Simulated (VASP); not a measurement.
# AlN (P6_3/mmc) in VASP: further runs

The runs below take AlN through single point, with PBEsol.

Everything below comes from runs of VASP 6.6.1. Logs are shortened: lines on timing, memory, paths and dates and some standing lists are left out, and cuts for length are marked.

## Step 1: The cell of the first run

Symmetry: P6_3/mmc, No. 194, hexagonal system. The conventional cell has a = 3.496 Å, b = 3.496 Å, c = 3.758 Å, α = 90.00°, β = 90.00°, γ = 120.00°. Al (site symmetry -6m2) has 5 N at 1.88 to 2.02 Å within 2.5 Å. Within 2.5 Å of N (site symmetry -6m2) lie 5 Al at 1.88 to 2.02 Å.

## Step 2: Single point, PBEsol

INCAR

```
PREC = Accurate
ENCUT = 520
EDIFF = 1E-7
ISMEAR = 0
SIGMA = 0.05
LREAL = F
LASPH = T
NELM = 100
ALGO = Normal
ISIF = 2
LWAVE = F
LCHARG = F
GGA = PS
NBANDS = 16
```

KPOINTS

```
regular mesh
0
Gamma
  12 12 6
```

POSCAR

```
AlN
1.0
    3.4964919247      0.0000000000      0.0000000000
   -1.7482459623      3.0280508309      0.0000000000
    0.0000000000      0.0000000000      3.7575719424
Al N
2 2
Direct
    0.3333333333      0.6666666667      0.7500000000
    0.6666666667      0.3333333333      0.2500000000
    0.3333333333      0.6666666667      0.2500000000
    0.6666666667      0.3333333333      0.7500000000
```

Potentials or basis: VASP PAW PBE potentials, release 64 (Al, N).

The run is started by

```console
cat potpaw_PBE.64/Al/POTCAR potpaw_PBE.64/N/POTCAR > POTCAR
mpirun -np 1 vasp_std > vasp.out
```

OUTCAR:

```text
PREC = Accurate
   ENCUT = 520
   EDIFF = 1E-7
   ISMEAR = 0
   LREAL = F
   LASPH = T
   NELM = 100
   ISIF = 2
   GGA = PS

 ion  position               nearest neighbor table
   1  0.333  0.667  0.750-   3 1.88   3 1.88   4 2.02   4 2.02   4 2.02   2 2.76   2 2.76   2 2.76
                             2 2.76   2 2.76   2 2.76
   2  0.667  0.333  0.250-   4 1.88   4 1.88   3 2.02   3 2.02   3 2.02   1 2.76   1 2.76   1 2.76
                             1 2.76   1 2.76   1 2.76
   3  0.333  0.667  0.250-   1 1.88   1 1.88   2 2.02   2 2.02   2 2.02
   4  0.667  0.333  0.750-   2 1.88   2 1.88   1 2.02   1 2.02   1 2.02

  LATTYP: Found a hexagonal cell.
 ALAT       =     3.4964919247
 C/A-ratio  =     1.0746691322

  Lattice vectors:

 A1 = (   3.4964919247,   0.0000000000,   0.0000000000)
 A2 = (  -1.7482459623,   3.0280508309,   0.0000000000)
 A3 = (   0.0000000000,   0.0000000000,   3.7575719424)

Analysis of symmetry for initial positions (statically):
=====================================================================
 Subroutine PRICEL returns:
 Original cell was already a primitive cell.

 Routine SETGRP: Setting up the symmetry group for a
 hexagonal supercell.

 Subroutine GETGRP returns: Found 24 space group operations
 (whereof 12 operations were pure point group operations)
 out of a pool of 24 trial point group operations.

The static configuration has the point symmetry D_3d.
 The point group associated with its full space group is D_6h.

Analysis of symmetry for dynamics (positions and initial velocities):
=====================================================================
 Subroutine PRICEL returns:
 Original cell was already a primitive cell.

 Routine SETGRP: Setting up the symmetry group for a
 hexagonal supercell.

 Subroutine GETGRP returns: Found 24 space group operations
 (whereof 12 operations were pure point group operations)
 out of a pool of 24 trial point group operations.

The dynamic configuration has the point symmetry D_3d.
 The point group associated with its full space group is D_6h.

 Subroutine INISYM returns: Found 24 space group operations
 (whereof 12 operations are pure point group operations),
 and found     1 'primitive' translations

[... 98 lines left out ...]
   EDIFF  = 0.1E-06   stopping-criterion for ELM
   LREAL  =      F    real-space projection
   EDIFFG = 0.1E-05   stopping-criterion for IOM
   NSW    =      0    number of steps for IOM
   IBRION =     -1    ionic relax: 0-MD 1-quasi-New 2-CG
   NFREE  =      0    steps in history (QN), initial steepest desc. (CG)
   ISIF   =      2    stress and relaxation
   ISYM   =      2    0-nonsym 1-usesym 2-fastsym
   POTIM  = 0.5000    time-step for ionic-motion
   TEBEG  =    0.0;   TEEND  =   0.0 temperature during run
   PSTRESS=    0.0 pullay stress
   NELECT =      16.0000    total number of electrons
   NUPDOWN=      -1.0000    fix difference up-down
   EMIN   =  10.00;   EMAX   =-10.00  energy-range for DOS
   EFERMI =   0.00;   METHOD = LEGACY
   ISMEAR =     0;   SIGMA  =   0.05  broadening in eV -4-tet -1-fermi 0-gaus
   EFERMI_NEDOS =   21; number of points for ismear=-14 and -15
   IALGO  =     38    algorithm
   IMIX   =      4    mixing-type and parameters
     AMIX     =   0.40;   BMIX     =  1.00
     AMIX_MAG =   1.60;   BMIX_MAG =  1.00
  volume/ion in A,a.u.               =       9.95        67.12
  Fermi-wavevector in a.u.,A,eV,Ry     =   1.208409  2.283561 19.867927  1.460251
  Thomas-Fermi vector in A             =   2.344017
   LORBIT       =      0    0 simple, 1 ext, 2 COOP (PROOUT), +10 PAW based schemes
   GGA     = PS    functional components
   LHFCALC =     F    Hartree Fock is set to
   AEXX    =    0.0000 exact exchange contribution
   IVDW    =     0    specifies the selected vdW correction
   LEPSILON=     F    determine dielectric tensor
   LRPA    =     F    only Hartree local field effects (RPA)
 non-spin polarized calculation
 Gauss-broadening in eV      SIGMA  =   0.05
  energy-cutoff  :      520.00
  volume of cell :       39.78
 maximum number of plane-waves:      1105
 NGX is ok and might be reduce to    28

 number of electron      15.9999999 magnetization

 Free energy of the ion-electron system (eV)
  ---------------------------------------------------
  ext. energy  EPLUGINS =         0.00000000
  ---------------------------------------------------
  free energy    TOTEN  =       -30.49040253 eV

  energy without entropy =      -30.49040253  energy(sigma->0) =      -30.49040253

 E-fermi :   7.3473     XC(G=0): -11.2951

 val. band max:        7.1243630940   @ k =   0.3333   0.3333   0.5000
 cond. band min:      10.6189892643   @ k =   0.0000   0.0000   0.0000
 fundamental gap:      3.4946261703
 Fermi energy:         7.3472987398

 k-point     1 :       0.0000    0.0000    0.0000
  band No.  band energies     occupation
      1      -9.1028      2.00000
      2      -4.7655      2.00000
      3       1.2608      2.00000
      4       3.9155      2.00000
      5       3.9155      2.00000
      6       6.4105      2.00000
[... 433 lines left out ...]
      3       1.1532      2.00000
      4       3.1130      2.00000
      5       3.1450      2.00000
      6       4.0378      2.00000
[... 8 lines left out ...]
     15      19.3089      0.00000
     16      21.0245      0.00000

 [... further k-points ...]

------------------------ aborting loop because EDIFF is reached ----------------------------------------

  FORCE on cell =-STRESS in cart. coord.  units (eV):
  Direction    XX          YY          ZZ          XY          YZ          ZX
  --------------------------------------------------------------------------------------
  -------------------------------------------------------------------------------------
  Total       -2.6268257     -2.6268257      6.9135726     -0.0000000     -0.0000000      0.0000000
  in kB     -105.7885956   -105.7885956    278.4262088     -0.0000000     -0.0000000      0.0000000
  external PRESSURE =      22.2830059 kB  Pullay stress =       0.0000000 kB

 VOLUME and BASIS-vectors are now :
 -----------------------------------------------------------------------------
  energy-cutoff  :      520.00
  volume of cell :       39.78
      direct lattice vectors                 reciprocal lattice vectors
     3.496491925  0.000000000  0.000000000     0.286000947  0.165122723  0.000000000
    -1.748245962  3.028050831  0.000000000     0.000000000  0.330245447  0.000000000
     0.000000000  0.000000000  3.757571942     0.000000000  0.000000000  0.266129302

 POSITION                                       TOTAL-FORCE (eV/Angst)
 -----------------------------------------------------------------------------------
     -0.00000      2.01870      2.81818        -0.000000      0.000000      0.000000
      1.74825      1.00935      0.93939        -0.000000      0.000000      0.000000
     -0.00000      2.01870      0.93939        -0.000000     -0.000000      0.000000
      1.74825      1.00935      2.81818         0.000000      0.000000      0.000000
 -----------------------------------------------------------------------------------
    total drift:                                0.000000     -0.000000      0.000000

  FREE ENERGIE OF THE ION-ELECTRON SYSTEM (eV)
  ---------------------------------------------------
  free  energy   TOTEN  =       -30.4904025333 eV

  energy  without entropy=      -30.4904025333  energy(sigma->0) =      -30.49040253
```

Run time: 20 s. Hardware: 1 thread of Intel Xeon 6975P-C (Granite Rapids), shared host; peak memory 0.17 GiB.

Results:

* Free energy: -30.4904 eV
* Pressure: 2.2 GPa
* Band gap on the k mesh: 3.49 eV, indirect (least direct gap 3.67 eV)

Stress tensor (GPa, compression positive):
```
-10.58   0.00   0.00
  0.00 -10.58   0.00
  0.00   0.00  27.84
```

Levels at points of the mesh, in eV from the valence-band top:
| k point | band 5 | band 6 | band 7 | band 8 | band 9 | band 10 | band 11 | band 12 |
| --- | --- | --- | --- | --- | --- | --- | --- | --- |
| (0.00, 0.00, 0.00) | -3.21 | -0.71 | -0.71 | -0.18 | 3.49 | 4.81 | 8.17 | 8.17 |
| (0.50, 0.00, 0.00) | -4.18 | -2.56 | -2.51 | -0.01 | 4.22 | 8.47 | 8.66 | 9.61 |
| (0.00, 0.00, 0.50) | -1.99 | -1.99 | -1.99 | -1.99 | 6.10 | 6.10 | 7.98 | 7.98 |
| (0.50, 0.00, 0.50) | -2.70 | -2.70 | -1.08 | -1.08 | 5.77 | 5.77 | 11.74 | 11.74 |

Caveat: the PAW data sets were made with another functional, which shifts forces and pressure a little. A k mesh can miss the band edges.

## Step 3: Single point, PBEsol

This run uses another cell than the first one, of the same volume but with other edges.

INCAR

```
PREC = Accurate
ENCUT = 520
EDIFF = 1E-6
ISMEAR = 0
SIGMA = 0.05
LREAL = F
LASPH = T
NELM = 60
ALGO = Normal
ISIF = 2
LWAVE = F
LCHARG = F
GGA = PS
NBANDS = 16
```

KPOINTS

```
Automatic mesh
0
Gamma
  12 12 6
```

POSCAR

```
AlN
1.0
    3.1168202449      0.0000000000      0.0000000000
   -1.5584101224      2.6992455111      0.0000000000
    0.0000000000      0.0000000000      4.7287771875
Al N
2 2
Direct
    0.3333333333      0.6666666667      0.7500000000
    0.6666666667      0.3333333333      0.2500000000
    0.3333333333      0.6666666667      0.2500000000
    0.6666666667      0.3333333333      0.7500000000
```

Potentials or basis: VASP PAW PBE potentials, release 64 (Al, N).

The run is started by

```console
cat potpaw_PBE.64/Al/POTCAR potpaw_PBE.64/N/POTCAR > POTCAR
mpirun -np 1 vasp_std > vasp.out
```

OUTCAR:

```text
PREC = Accurate
   ENCUT = 520
   EDIFF = 1E-6
   ISMEAR = 0
   LREAL = F
   LASPH = T
   NELM = 60
   ISIF = 2
   GGA = PS

 ion  position               nearest neighbor table
   1  0.333  0.667  0.750-   4 1.80   4 1.80   4 1.80   3 2.36   3 2.36   2 2.97   2 2.97   2 2.97
                             2 2.97   2 2.97   2 2.97
   2  0.667  0.333  0.250-   3 1.80   3 1.80   3 1.80   4 2.36   4 2.36   1 2.97   1 2.97   1 2.97
                             1 2.97   1 2.97   1 2.97
   3  0.333  0.667  0.250-   2 1.80   2 1.80   2 1.80   1 2.36   1 2.36
[... 662 lines left out ...]
  --------------------------------------------------------------------------------------
  -------------------------------------------------------------------------------------
  Total        5.8800376      5.8800376     -2.4917103      0.0000000      0.0000000      0.0000000
  in kB      236.8032690    236.8032690   -100.3471714      0.0000000      0.0000000      0.0000000
  external PRESSURE =     124.4197889 kB  Pullay stress =       0.0000000 kB

 VOLUME and BASIS-vectors are now :
 -----------------------------------------------------------------------------
  energy-cutoff  :      520.00
  volume of cell :       39.78
      direct lattice vectors                 reciprocal lattice vectors
     3.116820245  0.000000000  0.000000000     0.320839805  0.185236948  0.000000000
    -1.558410122  2.699245511  0.000000000     0.000000000  0.370473896  0.000000000
     0.000000000  0.000000000  4.728777188     0.000000000  0.000000000  0.211471161

 POSITION                                       TOTAL-FORCE (eV/Angst)
 -----------------------------------------------------------------------------------
     -0.00000      1.79950      3.54658        -0.000000      0.000000      0.000000
      1.55841      0.89975      1.18219         0.000000      0.000000      0.000000
     -0.00000      1.79950      1.18219        -0.000000      0.000000      0.000000
      1.55841      0.89975      3.54658         0.000000      0.000000      0.000000
 -----------------------------------------------------------------------------------
    total drift:                               -0.000000      0.000000     -0.000000

  FREE ENERGIE OF THE ION-ELECTRON SYSTEM (eV)
  ---------------------------------------------------
  free  energy   TOTEN  =       -30.4267499495 eV

  energy  without entropy=      -30.4267499495  energy(sigma->0) =      -30.42674995
```

Run time: 13 s. Hardware: 1 thread of Intel Xeon 6975P-C (Granite Rapids), shared host; peak memory 0.17 GiB.

What came out:

```yaml
Free_energy: -30.4267 eV
Pressure: 12.4 GPa
Band_gap_on_the_k_mesh: 2.96 eV, direct
```

Levels at points of the mesh, in eV from the valence-band top:
| k point | band 5 | band 6 | band 7 | band 8 | band 9 | band 10 | band 11 | band 12 |
| --- | --- | --- | --- | --- | --- | --- | --- | --- |
| (0.00, 0.00, 0.00) | -2.98 | -2.13 | -2.13 | 0.00 | 2.96 | 5.40 | 9.35 | 9.35 |
| (0.50, 0.00, 0.00) | -4.62 | -4.12 | -2.74 | -2.39 | 4.43 | 5.91 | 5.96 | 9.10 |
| (0.00, 0.00, 0.50) | -2.57 | -2.57 | -2.57 | -2.57 | 5.68 | 5.68 | 9.17 | 9.17 |
| (0.50, 0.00, 0.50) | -3.36 | -3.36 | -2.24 | -2.24 | 4.39 | 4.39 | 7.34 | 7.34 |

Caveat: the PAW data sets were made with another functional, which shifts forces and pressure a little. A k mesh can miss the band edges.

## Step 4: Single point, PBEsol

This run uses another cell than the first one, of the same volume but with other edges.

INCAR

```
ALGO = Normal
EDIFF = 1E-6
ENCUT = 520
GGA = PS
ISIF = 2
ISMEAR = 0
LASPH = T
LCHARG = F
LREAL = F
LWAVE = F
NBANDS = 16
NELM = 100
PREC = Accurate
SIGMA = 0.05
```

KPOINTS

```
k-points
0
Gamma
  12 12 6
```

POSCAR

```
AlN
1.0
    3.4054634934      0.0000000000      0.0000000000
   -1.7027317467      2.9492178970      0.0000000000
    0.0000000000      0.0000000000      3.9611373852
Al N
2 2
Direct
    0.3333333333      0.6666666667      0.7500000000
    0.6666666667      0.3333333333      0.2500000000
    0.3333333333      0.6666666667      0.2500000000
    0.6666666667      0.3333333333      0.7500000000
```

The run is started by

```console
cat potpaw_PBE.64/Al/POTCAR potpaw_PBE.64/N/POTCAR > POTCAR
mpirun -np 1 vasp_std > vasp.out
```

It took 19 s on 1 thread of Intel Xeon 6975P-C (Granite Rapids), shared host; peak memory 0.17 GiB.

It converged, with:

* Free energy: -30.8380 eV
* Pressure: -3.3 GPa
* Band gap on the k mesh: 3.43 eV, direct

Stress tensor (GPa, compression positive):
```
-8.66  0.00  0.00
 0.00 -8.66  0.00
 0.00  0.00  7.41
```

Levels at points of the mesh, in eV from the valence-band top:
| k point | band 5 | band 6 | band 7 | band 8 | band 9 | band 10 | band 11 | band 12 |
| --- | --- | --- | --- | --- | --- | --- | --- | --- |
| (0.00, 0.00, 0.00) | -3.17 | -1.08 | -1.08 | 0.00 | 3.43 | 4.50 | 8.13 | 8.13 |
| (0.50, 0.00, 0.00) | -4.39 | -3.33 | -2.69 | -0.66 | 3.98 | 7.85 | 7.90 | 9.40 |
| (0.00, 0.00, 0.50) | -2.17 | -2.17 | -2.17 | -2.17 | 5.89 | 5.89 | 8.16 | 8.16 |
| (0.50, 0.00, 0.50) | -2.91 | -2.91 | -1.32 | -1.32 | 5.44 | 5.44 | 10.90 | 10.90 |

Caveat: the PAW data sets were made with another functional, which shifts forces and pressure a little. A k mesh can miss the band edges.

## Step 5: Single point, PBEsol

This run uses another cell than the first one, of the same volume but with other edges.

INCAR

```
SYSTEM = AlN
ALGO = Normal ; EDIFF = 1E-6
ENCUT = 520 ; GGA = PS
ISIF = 2 ; ISMEAR = 0
LASPH = .TRUE. ; LCHARG = .FALSE.
LREAL = .FALSE. ; LWAVE = .FALSE.
NBANDS = 16 ; NELM = 60
PREC = Accurate ; SIGMA = 0.05
```

KPOINTS

```
k-points
0
G
  12 12 6
  0 0 0
```

POSCAR

```
AlN
1.0
    3.2085435845      0.0000000000      0.0000000000
   -1.6042717922      2.7786802533      0.0000000000
    0.0000000000      0.0000000000      4.4622764994
Al N
2 2
Direct
    0.3333333333      0.6666666667      0.7500000000
    0.6666666667      0.3333333333      0.2500000000
    0.3333333333      0.6666666667      0.2500000000
    0.6666666667      0.3333333333      0.7500000000
```

The run is started by

```console
cat potpaw_PBE.64/Al/POTCAR potpaw_PBE.64/N/POTCAR > POTCAR
mpirun -np 1 vasp_std > vasp.out
```

Run time: 13 s. Hardware: 1 thread of Intel Xeon 6975P-C (Granite Rapids), shared host; peak memory 0.17 GiB.

The run converged. Its results:

- Free energy: -30.7922 eV
- Pressure: 2.2 GPa
- Band gap on the k mesh: 2.99 eV, direct

Stress tensor (GPa, compression positive):
```
 8.02  0.00  0.00
 0.00  8.02  0.00
 0.00  0.00 -9.45
```

Levels at points of the mesh, in eV from the valence-band top:
| k point | band 4 | band 5 | band 6 | band 7 | band 8 | band 9 | band 10 | band 11 | band 12 | band 13 |
| --- | --- | --- | --- | --- | --- | --- | --- | --- | --- | --- |
| (0.00, 0.00, 0.00) | -3.25 | -3.25 | -2.05 | -2.05 | 0.00 | 2.99 | 4.65 | 8.54 | 8.54 | 10.78 |
| (0.50, 0.00, 0.00) | -5.23 | -4.86 | -4.45 | -2.97 | -2.13 | 3.89 | 6.29 | 6.32 | 9.09 | 9.10 |
| (0.00, 0.00, 0.50) | -4.04 | -2.68 | -2.68 | -2.68 | -2.68 | 5.46 | 5.46 | 8.82 | 8.82 | 8.82 |
| (0.50, 0.00, 0.50) | -7.48 | -3.47 | -3.47 | -2.13 | -2.13 | 4.54 | 4.54 | 7.81 | 7.81 | 10.92 |

Caveat: the PAW data sets were made with another functional, which shifts forces and pressure a little.

## Step 6: Overview

| cell | gap on the mesh (eV) | pressure (GPa) |
| --- | --- | --- |
| a = 3.496, b = 3.496, c = 3.758 Å, angles 90.0, 90.0, 120.0°, 4 atoms | 3.49 | 2.2 |
| a = 3.117, b = 3.117, c = 4.729 Å, angles 90.0, 90.0, 120.0°, 4 atoms | 2.96 | 12.4 |
| a = 3.405, b = 3.405, c = 3.961 Å, angles 90.0, 90.0, 120.0°, 4 atoms | 3.43 | -3.3 |
| a = 3.209, b = 3.209, c = 4.462 Å, angles 90.0, 90.0, 120.0°, 4 atoms | 2.99 | 2.2 |

Alike in all rows: task single point; level PBEsol; potentials or basis VASP PAW PBE potentials, release 64 (Al, N); no spin polarisation; k mesh 12 × 12 × 6; cutoff (eV) 520; smearing gaussian 0.05 eV.

Caveats: the PAW data sets were made with another functional, which shifts forces and pressure a little.

Absolute energies hang on the potentials; compare differences alone.
